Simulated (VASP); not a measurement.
# Pd (Im-3m) in VASP: further runs

Pd is run at these levels: LDA; tasks: single point, relaxation of cell and atoms.

All numbers are computed with VASP 6.6.1; they aren't measurements. Logs are shortened: lines on timing, memory, paths and dates and some standing lists are left out, and cuts for length are marked.

## Step 1: The cell of the first run

It takes space group Im-3m (No. 229, cubic). The conventional cell has a = 3.013 Å, b = 3.013 Å, c = 3.013 Å, α = 90.00°, β = 90.00°, γ = 90.00°. Within 3.4 Å of Pd (site symmetry m-3m) lie 14 Pd at 2.61 to 3.01 Å.

## Step 2: Single point, LDA

INCAR reads:

```
SYSTEM = Pd
PREC = Accurate ; ENCUT = 500
EDIFF = 1E-6 ; ISMEAR = -1
SIGMA = 0.05 ; LREAL = .False.
LASPH = .True. ; NELM = 120
ALGO = Normal ; ISIF = 2
LWAVE = .False. ; LCHARG = .False.
GGA = CA ; NBANDS = 11
GGA_COMPAT = .False.
```

KPOINTS reads:

```
regular mesh
0
Gamma
  10 10 10
  0 0 0
```

POSCAR reads:

```
Pd
1.0
    1.5063709531      1.5063709531      1.5063709531
   -1.5063709531      1.5063709531      1.5063709531
   -1.5063709531     -1.5063709531      1.5063709531
Pd
1
Direct
    0.0000000000      0.0000000000      0.0000000000
```

Potentials or basis: VASP PAW LDA potentials, release 64 (Pd).

Launch:

```bash
$ cat potpaw_LDA.64/Pd/POTCAR > POTCAR
$ mpirun -np 1 vasp_std > vasp.out
```

OUTCAR:

```text
SYSTEM = Pd
   PREC = Accurate
   ENCUT = 500
   EDIFF = 1E-6
   ISMEAR = -1
   LREAL = .False.
   LASPH = .True.
   NELM = 120
   ISIF = 2
   GGA = CA

 ion  position               nearest neighbor table
   1  0.000  0.000  0.000-

  LATTYP: Found a body centered cubic cell.
 ALAT       =     3.0127419062

  Lattice vectors:

 A1 = (   1.5063709531,  -1.5063709531,  -1.5063709531)
 A2 = (   1.5063709531,   1.5063709531,   1.5063709531)
 A3 = (  -1.5063709531,  -1.5063709531,   1.5063709531)

Analysis of symmetry for initial positions (statically):
=====================================================================
 Subroutine PRICEL returns:
 Original cell was already a primitive cell.

 Routine SETGRP: Setting up the symmetry group for a
 body centered cubic supercell.

 Subroutine GETGRP returns: Found 48 space group operations
 (whereof 48 operations were pure point group operations)
 out of a pool of 48 trial point group operations.

The static configuration has the point symmetry O_h .

Analysis of symmetry for dynamics (positions and initial velocities):
=====================================================================
 Subroutine PRICEL returns:
 Original cell was already a primitive cell.

 Routine SETGRP: Setting up the symmetry group for a
 body centered cubic supercell.

 Subroutine GETGRP returns: Found 48 space group operations
 (whereof 48 operations were pure point group operations)
 out of a pool of 48 trial point group operations.

The dynamic configuration has the point symmetry O_h .

 Subroutine INISYM returns: Found 48 space group operations
 (whereof 48 operations are pure point group operations),
 and found     1 'primitive' translations

----------------------------------------------------------------------------------------

                                     Primitive cell

  volume of cell :      13.6727

  direct lattice vectors                    reciprocal lattice vectors
     1.506370953  1.506370953  1.506370953     0.331923554  0.000000000  0.331923554
    -1.506370953  1.506370953  1.506370953    -0.331923554  0.331923554  0.000000000
    -1.506370953 -1.506370953  1.506370953     0.000000000 -0.331923554  0.331923554

  length of vectors
     2.609111026  2.609111026  2.609111026     0.469410791  0.469410791  0.469410791

  position of ions in fractional coordinates (direct lattice)
     0.000000000  0.000000000  0.000000000

  ion indices of the primitive-cell ions
   primitive index   ion index
                 1           1

----------------------------------------------------------------------------------------

 KPOINTS: regular mesh

Automatic generation of k-mesh.
 Grid dimensions read from file:
 generate k-points for:   10   10   10

 Generating k-lattice:

  Cartesian coordinates                     Fractional coordinates (reciprocal lattice)
     0.033192355  0.000000000  0.033192355     0.100000000  0.000000000  0.000000000
    -0.033192355  0.033192355  0.000000000     0.000000000  0.100000000  0.000000000
     0.000000000 -0.033192355  0.033192355     0.000000000  0.000000000  0.100000000

  Length of vectors
     0.046941079  0.046941079  0.046941079

  Shift w.r.t. Gamma in fractional coordinates (k-lattice)
     0.000000000  0.000000000  0.000000000

 Subroutine IBZKPT returns following result:
 ===========================================

 Found     47 irreducible k-points:

 Following reciprocal coordinates:
            Coordinates               Weight
  0.000000  0.000000  0.000000      1.000000
  0.100000  0.000000  0.000000     12.000000
  0.200000  0.000000  0.000000     12.000000
  0.300000  0.000000  0.000000     12.000000
  0.400000  0.000000  0.000000     12.000000
  0.500000  0.000000  0.000000      6.000000
[... 16 lines left out ...]
  0.100000  0.300000  0.100000      8.000000
  0.500000  0.300000  0.100000     24.000000
 [... further k-points ...]
   k-points           NKPTS =     47   k-points in BZ     NKDIM =     47   number of bands    NBANDS=     11
   number of dos      NEDOS =    301   number of ions     NIONS =      1
   total plane-waves  NPLWV =   8000
   dimension x,y,z NGX =    20 NGY =   20 NGZ =   20
   dimension x,y,z NGXF=    40 NGYF=   40 NGZF=   40
   ions per type =               1
   NGX,Y,Z   is equivalent  to a cutoff of  12.74, 12.74, 12.74 a.u.
   NGXF,Y,Z  is equivalent  to a cutoff of  25.49, 25.49, 25.49 a.u.
 SYSTEM =  Pd
   PREC   = accura    normal or accurate (medium, high low for compatibility)
   ISTART =      0    job   : 0-new  1-cont  2-samecut
   ICHARG =      2    charge: 1-file 2-atom 10-const
   ISPIN  =      1    spin polarized calculation?
   LNONCOLLINEAR =      F non collinear calculations
   LSORBIT =      F    spin-orbit coupling
   LASPH  =      T    aspherical Exc in radial PAW
   ENCUT  =  500.0 eV  36.75 Ry    6.06 a.u.   4.76  4.76  4.76*2*pi/ulx,y,z
   NELM   =    120;   NELMIN=  2; NELMDL= -5     # of ELM steps
   EDIFF  = 0.1E-05   stopping-criterion for ELM
   LREAL  =      F    real-space projection
   EDIFFG = 0.1E-04   stopping-criterion for IOM
   NSW    =      0    number of steps for IOM
   IBRION =     -1    ionic relax: 0-MD 1-quasi-New 2-CG
   NFREE  =      0    steps in history (QN), initial steepest desc. (CG)
   ISIF   =      2    stress and relaxation
   ISYM   =      2    0-nonsym 1-usesym 2-fastsym
   POTIM  = 0.5000    time-step for ionic-motion
   TEBEG  =    0.0;   TEEND  =   0.0 temperature during run
   PSTRESS=    0.0 pullay stress
   NELECT =      10.0000    total number of electrons
   NUPDOWN=      -1.0000    fix difference up-down
   EMIN   =  10.00;   EMAX   =-10.00  energy-range for DOS
   EFERMI =   0.00;   METHOD = LEGACY
   ISMEAR =    -1;   SIGMA  =   0.05  broadening in eV -4-tet -1-fermi 0-gaus
   EFERMI_NEDOS =   21; number of points for ismear=-14 and -15
   IALGO  =     38    algorithm
   IMIX   =      4    mixing-type and parameters
     AMIX     =   0.40;   BMIX     =  1.00
     AMIX_MAG =   1.60;   BMIX_MAG =  1.00
  volume/ion in A,a.u.               =      13.67        92.27
  Fermi-wavevector in a.u.,A,eV,Ry     =   1.474992  2.787330 29.600841  2.175600
  Thomas-Fermi vector in A             =   2.589695
   LORBIT       =      0    0 simple, 1 ext, 2 COOP (PROOUT), +10 PAW based schemes
   GGA     = CA    functional components
   LHFCALC =     F    Hartree Fock is set to
   AEXX    =    0.0000 exact exchange contribution
   IVDW    =     0    specifies the selected vdW correction
   LEPSILON=     F    determine dielectric tensor
   LRPA    =     F    only Hartree local field effects (RPA)
 non-spin polarized calculation
  energy-cutoff  :      500.00
  volume of cell :       13.67
 maximum number of plane-waves:       370
   NGX =  9   NGY =  9   NGZ =  9

 number of electron      10.0000001 magnetization

 Free energy of the ion-electron system (eV)
  ---------------------------------------------------
  ext. energy  EPLUGINS =         0.00000000
  ---------------------------------------------------
  free energy    TOTEN  =        -6.42626182 eV

  energy without entropy =       -6.41819669  energy(sigma->0) =       -6.42222926

 E-fermi :  10.9289     XC(G=0): -13.9841

 val. band max:       10.9252844166   @ k =   0.4000   0.2000   0.2000
 cond. band min:      11.0185187554   @ k =   0.5000   0.4000   0.3000
 fundamental gap:      0.0932343389
 Fermi energy:        10.9288601179

 k-point     1 :       0.0000    0.0000    0.0000
  band No.  band energies     occupation
      1       3.1127      2.00000
      2       7.5532      2.00000
      3       7.5532      2.00000
      4       7.5532      2.00000
      5       9.8505      2.00000
      6       9.8505      2.00000
      7      30.3829      0.00000
      8      30.3829      0.00000
      9      30.3829      0.00000
     10      36.5167      0.00000
     11      39.9457      0.00000

 k-point     2 :       0.1000    0.0000    0.0000
  band No.  band energies     occupation
      1       3.5170      2.00000
      2       7.4063      2.00000
      3       7.5552      2.00000
      4       7.8604      2.00000
      5       9.6847      2.00000
      6       9.8620      2.00000
      7      30.2785      0.00000
      8      30.4494      0.00000
      9      30.9207      0.00000
     10      36.4837      0.00000
     11      37.4628      0.00000

 k-point     3 :       0.2000    0.0000    0.0000
  band No.  band energies     occupation
      1       4.5219      2.00000
      2       7.0400      2.00000
      3       7.6140      2.00000
      4       8.7240      2.00000
      5       9.4705      2.00000
      6       9.9072      2.00000
      7      28.7436      0.00000
      8      29.8016      0.00000
      9      32.3735      0.00000
     10      36.2678      0.00000
     11      36.5352      0.00000

 k-point     4 :       0.3000    0.0000    0.0000
  band No.  band energies     occupation
      1       5.1789      2.00000
      2       6.6191      2.00000
      3       8.5063      2.00000
      4       9.5422      2.00000
      5       9.9470      2.00000
      6       9.9951      2.00000
      7      25.2277      0.00000
      8      28.1209      0.00000
      9      33.1683      0.00000
     10      34.2801      0.00000
     11      36.2338      0.00000
[... 239 lines left out ...]
 k-point    22 :       0.5000    0.2000    0.1000
  band No.  band energies     occupation
      1       5.6543      2.00000
      2       6.8362      2.00000
      3       7.9380      2.00000
      4       9.3126      2.00000
      5      11.0574      0.14206
      6      14.7676      0.00000
      7      20.2494      0.00000
      8      25.2321      0.00000
      9      29.2433      0.00000
     10      34.7801      0.00000
     11      36.4350      0.00000

 k-point    23 :       0.1000    0.3000    0.1000
  band No.  band energies     occupation
      1       5.1733      2.00000
      2       6.9408      2.00000
      3       6.9408      2.00000
      4       9.7361      2.00000
      5       9.7361      2.00000
      6       9.8401      2.00000
      7      28.5972      0.00000
      8      28.5972      0.00000
      9      31.4506      0.00000
     10      32.3261      0.00000
     11      36.5762      0.00000

 k-point    24 :       0.5000    0.3000    0.1000
  band No.  band energies     occupation
      1       6.2526      2.00000
      2       6.6061      2.00000
      3       7.5594      2.00000
      4       9.4287      2.00000
      5      10.5519      1.99894
      6      15.1385      0.00000
      7      22.0816      0.00000
      8      22.8579      0.00000
      9      31.3751      0.00000
     10      32.5543      0.00000
     11      36.3205      0.00000

 [... further k-points ...]

------------------------ aborting loop because EDIFF is reached ----------------------------------------

  FORCE on cell =-STRESS in cart. coord.  units (eV):
  Direction    XX          YY          ZZ          XY          YZ          ZX
  --------------------------------------------------------------------------------------
  -------------------------------------------------------------------------------------
  Total        0.8795605      0.8795605      0.8795605      0.0000000     -0.0000000      0.0000000
  in kB      103.0672071    103.0672071    103.0672071      0.0000000     -0.0000000      0.0000000
  external PRESSURE =     103.0672071 kB  Pullay stress =       0.0000000 kB

 VOLUME and BASIS-vectors are now :
 -----------------------------------------------------------------------------
  energy-cutoff  :      500.00
  volume of cell :       13.67
      direct lattice vectors                 reciprocal lattice vectors
     1.506370953  1.506370953  1.506370953     0.331923554  0.000000000  0.331923554
    -1.506370953  1.506370953  1.506370953    -0.331923554  0.331923554  0.000000000
    -1.506370953 -1.506370953  1.506370953     0.000000000 -0.331923554  0.331923554

 POSITION                                       TOTAL-FORCE (eV/Angst)
 -----------------------------------------------------------------------------------
      0.00000      0.00000      0.00000         0.000000     -0.000000      0.000000
 -----------------------------------------------------------------------------------
    total drift:                                0.000000     -0.000000     -0.000000

  FREE ENERGIE OF THE ION-ELECTRON SYSTEM (eV)
  ---------------------------------------------------
  free  energy   TOTEN  =        -6.4262618193 eV

  energy  without entropy=       -6.4181966909  energy(sigma->0) =       -6.42222926
```

It took 7.8 s on 1 thread of AMD EPYC 9R45 (Zen 5), shared host; peak memory 0.09 GiB.

What came out:

```
Free energy            : -6.4263 eV
Pressure               : 10.3 GPa
Band gap on the k mesh : zero (band 5 reaches 11.64 eV, above the bottom of band 6 at 9.84 eV)
```

(Part 1 of 2 ends here.)
